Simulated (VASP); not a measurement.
# TePb (l) (Fm-3m) in VASP: notebook

Runs on TePb (l). Level: LDA. Tasks: single point, relaxation of cell and atoms.

Everything below comes from runs of VASP 6.6.1. Logs are shortened: lines on timing, memory, paths and dates and some standing lists are left out, and cuts for length are marked.

### 1 The cell of the first run

The structure is cubic, space group Fm-3m (No. 225). Conventional cell: a = 6.379 Å, b = 6.379 Å, c = 6.379 Å, α = 90.00°, β = 90.00°, γ = 90.00°. Te (site symmetry m-3m) has 6 Pb at 3.19 Å within 4.2 Å. Within 4.2 Å of Pb (site symmetry m-3m) lie 6 Te at 3.19 Å.

### 2 Single point, LDA

Contents of INCAR:

```
  PREC = Accurate
  ENCUT = 500
  EDIFF = 1E-6
  ISMEAR = 0
  SIGMA = 0.02
  LREAL = False
  LASPH = True
  NELM = 120
  ALGO = Normal
  ISIF = 2
  LWAVE = False
  LCHARG = True
  LELF = True
  LVHAR = True
  NBANDS = 17
  GGA_COMPAT = False
```

Contents of KPOINTS:

```
Automatic mesh
0
Gamma
  10 10 10
```

Contents of POSCAR:

```
TePb
1.0
    0.0000000000      3.1897089228      3.1897089228
    3.1897089228      0.0000000000      3.1897089228
    3.1897089228      3.1897089228      0.0000000000
Te Pb
1 1
Direct
    0.0000000000      0.0000000000      0.0000000000
    0.5000000000      0.5000000000      0.5000000000
```

Potentials or basis: VASP PAW LDA potentials, release 64 (Te, Pb_d).

The run is started by

```console
$ cat potpaw_LDA.64/Te/POTCAR potpaw_LDA.64/Pb_d/POTCAR > POTCAR
$ mpirun -np 1 vasp_std > vasp.out
```

OUTCAR:

```text
PREC = Accurate
   ENCUT = 500
   EDIFF = 1E-6
   ISMEAR = 0
   LREAL = False
   LASPH = True
   NELM = 120
   ISIF = 2

 ion  position               nearest neighbor table
   1  0.000  0.000  0.000-   2 3.19   2 3.19   2 3.19   2 3.19   2 3.19   2 3.19
   2  0.500  0.500  0.500-   1 3.19   1 3.19   1 3.19   1 3.19   1 3.19   1 3.19

  LATTYP: Found a face centered cubic cell.
 ALAT       =     6.3794178456

  Lattice vectors:

 A1 = (   0.0000000000,   3.1897089228,   3.1897089228)
 A2 = (   3.1897089228,   0.0000000000,   3.1897089228)
 A3 = (   3.1897089228,   3.1897089228,   0.0000000000)

Analysis of symmetry for initial positions (statically):
=====================================================================
 Subroutine PRICEL returns:
 Original cell was already a primitive cell.

 Routine SETGRP: Setting up the symmetry group for a
 face centered cubic supercell.

 Subroutine GETGRP returns: Found 48 space group operations
 (whereof 48 operations were pure point group operations)
 out of a pool of 48 trial point group operations.

The static configuration has the point symmetry O_h .

Analysis of symmetry for dynamics (positions and initial velocities):
=====================================================================
 Subroutine PRICEL returns:
 Original cell was already a primitive cell.

 Routine SETGRP: Setting up the symmetry group for a
 face centered cubic supercell.

 Subroutine GETGRP returns: Found 48 space group operations
 (whereof 48 operations were pure point group operations)
 out of a pool of 48 trial point group operations.

The dynamic configuration has the point symmetry O_h .

 Subroutine INISYM returns: Found 48 space group operations
 (whereof 48 operations are pure point group operations),
 and found     1 'primitive' translations

----------------------------------------------------------------------------------------

                                     Primitive cell

  volume of cell :      64.9057

  direct lattice vectors                    reciprocal lattice vectors
     0.000000000  3.189708923  3.189708923    -0.156754115  0.156754115  0.156754115
     3.189708923  0.000000000  3.189708923     0.156754115 -0.156754115  0.156754115
     3.189708923  3.189708923  0.000000000     0.156754115  0.156754115 -0.156754115

  length of vectors
[... 74 lines left out ...]
   ISTART =      0    job   : 0-new  1-cont  2-samecut
   ICHARG =      2    charge: 1-file 2-atom 10-const
   ISPIN  =      1    spin polarized calculation?
   LNONCOLLINEAR =      F non collinear calculations
   LSORBIT =      F    spin-orbit coupling
   LASPH  =      T    aspherical Exc in radial PAW
   ENCUT  =  500.0 eV  36.75 Ry    6.06 a.u.   8.22  8.22  8.22*2*pi/ulx,y,z
   NELM   =    120;   NELMIN=  2; NELMDL= -5     # of ELM steps
   EDIFF  = 0.1E-05   stopping-criterion for ELM
   LREAL  =      F    real-space projection
   EDIFFG = 0.1E-04   stopping-criterion for IOM
   NSW    =      0    number of steps for IOM
   IBRION =     -1    ionic relax: 0-MD 1-quasi-New 2-CG
   NFREE  =      0    steps in history (QN), initial steepest desc. (CG)
   ISIF   =      2    stress and relaxation
   ISYM   =      2    0-nonsym 1-usesym 2-fastsym
   POTIM  = 0.5000    time-step for ionic-motion
   TEBEG  =    0.0;   TEEND  =   0.0 temperature during run
   PSTRESS=    0.0 pullay stress
   NELECT =      20.0000    total number of electrons
   NUPDOWN=      -1.0000    fix difference up-down
   EMIN   =  10.00;   EMAX   =-10.00  energy-range for DOS
   EFERMI =   0.00;   METHOD = LEGACY
   ISMEAR =     0;   SIGMA  =   0.02  broadening in eV -4-tet -1-fermi 0-gaus
   EFERMI_NEDOS =   21; number of points for ismear=-14 and -15
   IALGO  =     38    algorithm
   IMIX   =      4    mixing-type and parameters
     AMIX     =   0.40;   BMIX     =  1.00
     AMIX_MAG =   1.60;   BMIX_MAG =  1.00
  volume/ion in A,a.u.               =      32.45       219.00
  Fermi-wavevector in a.u.,A,eV,Ry     =   1.105750  2.089565 16.635625  1.222684
  Thomas-Fermi vector in A             =   2.242242
   LORBIT       =      0    0 simple, 1 ext, 2 COOP (PROOUT), +10 PAW based schemes
   GGA     = CA    functional components
   LHFCALC =     F    Hartree Fock is set to
   AEXX    =    0.0000 exact exchange contribution
   IVDW    =     0    specifies the selected vdW correction
   LEPSILON=     F    determine dielectric tensor
   LRPA    =     F    only Hartree local field effects (RPA)
 non-spin polarized calculation
 Gauss-broadening in eV      SIGMA  =   0.02
  energy-cutoff  :      500.00
  volume of cell :       64.91
 maximum number of plane-waves:      1676
 NGX is ok and might be reduce to    36
   NGX = 17   NGY = 17   NGZ = 17

 number of electron      19.9999999 magnetization

 Free energy of the ion-electron system (eV)
  ---------------------------------------------------
  ext. energy  EPLUGINS =         0.00000000
  ---------------------------------------------------
  free energy    TOTEN  =        -8.77504037 eV

  energy without entropy =       -8.77504037  energy(sigma->0) =       -8.77504037

 E-fermi :   6.0470     XC(G=0):  -9.7445

 val. band max:        5.9361945974   @ k =   0.5000   0.0000   0.0000
 cond. band min:       6.4894137995   @ k =   0.5000   0.0000   0.0000
 fundamental gap:      0.5532192021
 Fermi energy:         6.0470220234

 k-point     1 :       0.0000    0.0000    0.0000
  band No.  band energies     occupation
      1     -10.8117      2.00000
      2     -10.8117      2.00000
      3     -10.7947      2.00000
      4     -10.7947      2.00000
      5     -10.7947      2.00000
      6      -6.4555      2.00000
[... 457 lines left out ...]
      4     -10.7715      2.00000
      5     -10.7703      2.00000
      6      -5.1058      2.00000
[... 9 lines left out ...]
     16      15.6058      0.00000
     17      16.0785      0.00000

 [... further k-points ...]
[... 5 lines left out ...]
  --------------------------------------------------------------------------------------
  -------------------------------------------------------------------------------------
  Total        0.0363079      0.0363079      0.0363079     -0.0000000     -0.0000000      0.0000000
  in kB        0.8962485      0.8962485      0.8962485     -0.0000000     -0.0000000      0.0000000
  external PRESSURE =       0.8962485 kB  Pullay stress =       0.0000000 kB

 VOLUME and BASIS-vectors are now :
 -----------------------------------------------------------------------------
  energy-cutoff  :      500.00
  volume of cell :       64.91
      direct lattice vectors                 reciprocal lattice vectors
     0.000000000  3.189708923  3.189708923    -0.156754115  0.156754115  0.156754115
     3.189708923  0.000000000  3.189708923     0.156754115 -0.156754115  0.156754115
     3.189708923  3.189708923  0.000000000     0.156754115  0.156754115 -0.156754115

 POSITION                                       TOTAL-FORCE (eV/Angst)
 -----------------------------------------------------------------------------------
      0.00000      0.00000      0.00000        -0.000000      0.000000      0.000000
      3.18971      3.18971      3.18971         0.000000     -0.000000     -0.000000
 -----------------------------------------------------------------------------------
    total drift:                                0.000000      0.000000      0.000000

  FREE ENERGIE OF THE ION-ELECTRON SYSTEM (eV)
  ---------------------------------------------------
  free  energy   TOTEN  =        -8.7750403687 eV

  energy  without entropy=       -8.7750403687  energy(sigma->0) =       -8.77504037
```

OSZICAR:

```text
N       E                     dE             d eps       ncg     rms          rms(c)
DAV:   1     0.149214250214E+03    0.14921E+03   -0.89868E+03  1598   0.111E+03
DAV:   2     0.135339880333E+01   -0.14786E+03   -0.14363E+03  1717   0.292E+02
DAV:   3    -0.862482148620E+01   -0.99782E+01   -0.98984E+01  2045   0.812E+01
DAV:   4    -0.887907437270E+01   -0.25425E+00   -0.25409E+00  2001   0.149E+01
DAV:   5    -0.888988627591E+01   -0.10812E-01   -0.10812E-01  2258   0.292E+00    0.366E+00
DAV:   6    -0.878323429684E+01    0.10665E+00   -0.22285E-01  2319   0.352E+00    0.228E+00
DAV:   7    -0.877577908170E+01    0.74552E-02   -0.63735E-02  2237   0.129E+00    0.909E-01
DAV:   8    -0.877511069482E+01    0.66839E-03   -0.73921E-03  2008   0.839E-01    0.110E-01
DAV:   9    -0.877504349649E+01    0.67198E-04   -0.88923E-04  2407   0.286E-01    0.348E-02
DAV:  10    -0.877503955685E+01    0.39396E-05   -0.57765E-05  2045   0.598E-02    0.239E-02
DAV:  11    -0.877504028275E+01   -0.72591E-06   -0.12830E-05  2220   0.232E-02    0.936E-03
DAV:  12    -0.877504036870E+01   -0.85949E-07   -0.80794E-07  1156   0.966E-03
   1 F= -.87750404E+01 E0= -.87750404E+01  d E =-.208316E-17
```

stdout:

```text
POSCAR found type information on POSCAR TePb
 POSCAR found :  2 types and       2 ions
 scaLAPACK will be used
 LDA part: xc-table for (Slater(with rela. corr.)+CA(PZ))
 , standard interpolation
 POSCAR, INCAR and KPOINTS ok, starting setup
 FFT: planning ... GRIDC
 FFT: planning ... GRID_SOFT
 FFT: planning ... GRID
 WAVECAR not read
 entering main loop
```

Run time: 40 s. Hardware: 1 thread of Intel Xeon Platinum 8259CL at 2.50GHz (Skylake/Cascade Lake), shared host; peak memory 0.19 GiB.

Results:

```
Free energy            : -8.7750 eV
Pressure               : 0.1 GPa
Band gap on the k mesh : 0.55 eV, direct
```

Caveat: spin-orbit coupling is left out, which moves the levels of the heavy elements. A k mesh can miss the band edges.

### 3 Single point, LDA

Contents of INCAR:

```
SYSTEM = TePb
ALGO     = Normal         ! electronic algorithm
EDIFF    = 1E-6           ! SCF threshold, eV
ENCUT    = 500            ! plane-wave cutoff, eV
GGA      = CA             ! functional
GGA_COMPAT= .False.      
ISIF     = 2              ! what is computed and relaxed
ISMEAR   = 0              ! smearing method
LASPH    = .True.         ! aspherical terms in the spheres
LCHARG   = .True.         ! write CHGCAR
LELF     = .True.         ! ELF
LREAL    = .False.        ! projectors in reciprocal space
LVHAR    = .True.       
LWAVE    = .False.        ! write WAVECAR
NBANDS   = 17             ! bands
NELM     = 120            ! most SCF steps
PREC     = Accurate       ! precision mode
SIGMA    = 0.02           ! smearing width, eV
```

Contents of KPOINTS:

```
k-points
0
Gamma
  10 10 10
  0 0 0
```

POSCAR is that of step 2.

Potentials or basis: VASP PAW LDA potentials, release 64 (Te, Pb_d).

The run is started by

```console
$ cat potpaw_LDA.64/Te/POTCAR potpaw_LDA.64/Pb_d/POTCAR > POTCAR
$ mpirun -np 1 vasp_std > vasp.out
```

It took 37 s on 1 thread of Intel Xeon Platinum 8259CL at 2.50GHz (Skylake/Cascade Lake), shared host; peak memory 0.2 GiB.

It converged, with:

```
Free energy            : -8.7750 eV
Pressure               : 0.1 GPa
Band gap on the k mesh : 0.55 eV, direct
```

Levels at points of the mesh, in eV from the valence-band top:
```csv
k point,band 8,band 9,band 10,band 11,band 12,band 13
"(0.00, 0.00, 0.00)",-1.50,-1.50,-1.50,4.02,4.02,4.02
"(0.50, 0.00, 0.00)",-1.00,-1.00,0.00,0.55,1.10,1.10
"(0.50, 0.50, 0.00)",-4.84,-3.04,-3.04,3.08,5.52,5.52
```

Caveat: spin-orbit coupling is left out, which moves the levels of the heavy elements.

### 4 Relaxation of cell and atoms, LDA

Contents of INCAR:

```
SYSTEM = TePb
PREC = Accurate ; ENCUT = 500
EDIFF = 1E-7 ; ISMEAR = 0
SIGMA = 0.02 ; LREAL = .False.
LASPH = .True. ; NELM = 120
ALGO = Normal ; ISIF = 3
LWAVE = .False. ; LCHARG = .False.
IBRION = 2 ; NSW = 100
EDIFFG = -0.002 ; GGA_COMPAT = .False.
NELMIN = 4
```

Contents of KPOINTS:

```
regular mesh
0
Gamma
  10 10 10
  0 0 0
```

Contents of POSCAR:

```
TePb
1.0
    0.0000000000      3.1904240910      3.1904240910
    3.1904240910      0.0000000000      3.1904240910
    3.1904240910      3.1904240910      0.0000000000
Te Pb
1 1
Direct
    0.0000000000      0.0000000000      0.0000000000
    0.5000000000      0.5000000000      0.5000000000
```

The run is started by

```console
$ cat potpaw_LDA.64/Te/POTCAR potpaw_LDA.64/Pb_d/POTCAR > POTCAR
$ mpirun -np 1 vasp_std > vasp.out
```

Run time: 70 s. Hardware: 1 thread of Intel Xeon Platinum 8259CL at 2.50GHz (Skylake/Cascade Lake), shared host; peak memory 0.19 GiB.

It converged, with:

```
Free energy                            : -8.7751 eV
Relaxed volume                         : 32.51 Å³/atom
Relaxed cell                           : a = 4.514 Å, b = 4.514 Å, c = 4.514 Å, α = 60.00°, β = 60.00°, γ = 60.00°
Space group after relaxing (to 0.05 Å) : Fm-3m (No. 225)
Energy gained by relaxing              : 0.0 meV/atom
Ionic steps                            : 4
Pressure after relaxing                : 0.0 GPa
Band gap on the k mesh                 : 0.56 eV, direct
```

Final structure:
```
Te Pb
1.0
     0.00000    3.19169    3.19169
     3.19169    0.00000    3.19169
     3.19169    3.19169    0.00000
Te Pb
1 1
Cartesian
  0.0000 0.0000 0.0000
  3.1917 3.1917 3.1917
```

Levels at points of the mesh, in eV from the valence-band top:
```csv
k point,band 7,band 8,band 9,band 10,band 11,band 12,band 13,band 14
"(0.00, 0.00, 0.00)",-5.59,-1.50,-1.50,-1.50,4.02,4.02,4.02,5.69
"(0.50, 0.00, 0.00)",-8.85,-0.99,-0.99,0.00,0.56,1.10,1.10,8.33
"(0.50, 0.50, 0.00)",-7.42,-4.82,-3.03,-3.03,3.08,5.51,5.51,6.81
```

Caveat: spin-orbit coupling is left out, which moves the levels of the heavy elements. A k mesh can miss the band edges.
